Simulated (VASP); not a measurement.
V, 1 atom in the cell. Symmetry: Im-3m, No. 229, cubic system. The conventional cell has a = 3.026 Å, b = 3.026 Å, c = 3.026 Å, α = 90.00°, β = 90.00°, γ = 90.00°. V (site symmetry m-3m) has 14 V at 2.62 to 3.03 Å within 3.5 Å. 

```yaml
Program: VASP 6.6.1
Task: single point
Functional: PBE
Potentials_or_basis: VASP PAW PBE potentials, release 64 (V_sv)
Cutoff: 500 eV
k_mesh: 6 × 6 × 6
Occupations: fermi-dirac, width 0.023 eV
Spin: collinear spin, ferromagnetic start
Starting_moments: "[0.51] μB"
Dipole_correction: no
Charge: -1
Further_INCAR_settings: ALGO = Normal; EDIFF = 1e-06; NBANDS = 16; NELECT = 14.0
```

Potentials or basis: VASP PAW PBE potentials, release 64 (V_sv).

Launch:

```console
$ cat potpaw_PBE.64/V_sv/POTCAR > POTCAR
$ mpirun -np 1 vasp_std > vasp.out
```

Hardware: 1 thread of AMD EPYC 7R13, with other jobs on the host.

Question: Estimate the wall time of this run.

Answer: Wall time 23 s on 1 thread of AMD EPYC 7R13 (shared host), peak memory 0.1 GiB. Counts: scf iterations 13, k points 16.
